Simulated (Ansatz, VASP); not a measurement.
## One calculation of Te, two programs

INCAR

```
ALGO = Normal
EDIFF = 1E-6
ENCUT = 520
GGA = RP
ISIF = 2
ISMEAR = -1
LASPH = True
LCHARG = False
LREAL = False
LWAVE = False
NBANDS = 9
NELM = 80
PREC = Accurate
SIGMA = 0.1
```

The input KPOINTS:

```
k-points
0
Gamma
  13 13 13
```

The input POSCAR:

```
Te
1.0
    0.0000000000      2.5037131161      2.5037131161
    2.5037131161      0.0000000000      2.5037131161
    2.5037131161      2.5037131161      0.0000000000
Te
1
Direct
    0.0000000000      0.0000000000      0.0000000000
```

Input for Ansatz:

```yaml
crystal:
  lattice:
    - [0.0, 2.5037131161, 2.5037131161]
    - [2.5037131161, 0.0, 2.5037131161]
    - [2.5037131161, 2.5037131161, 0.0]
  atoms:
    - { symbol: Te, position: [0.0, 0.0, 0.0] }
hamiltonian:
  xc: rpbe
  pseudopotentials:
    kind: paw
    azcp:
      Te: "pseudopotentials/Te.paw.azcp"
basis:
  ecutwfc: 420
  fft_grid_basis: typed
kpoints:
  mp_grid: { grid: [13, 13, 13], shift: [0, 0, 0] }
magnetization:
  spin_polarized: false
scf:
  occupations: { method: fermi_dirac, width: 0.1 }
  lower_state_search: "off"
output:
  stress: true
```

Alike in both runs: task single point; functional RPBE; k mesh 13 × 13 × 13; occupations fermi-dirac, width 0.1 eV; no spin polarisation.

```csv
,VASP,Ansatz
version,VASP 6.6.1,Ansatz 0.2.0
potentials or method,"VASP PAW PBE potentials, release 64 (Te), cutoff 520 eV","plane waves (420 eV) with PAW, scalar-relativistic"
valence electrons in the cell,6,16
```

```csv
,VASP,Ansatz,Ansatz less VASP
pressure (GPa),-3.1,-3.0,+0.11
```

VASP's potentials were made for PBE, not for RPBE. The functional is the same, so the differences come from potentials, cutoffs and numerics. VASP's potentials hold 6 valence electrons a cell and Ansatz's 16, so a difference there can come from the potentials and not from the codes.

Neither program's run includes spin-orbit coupling.
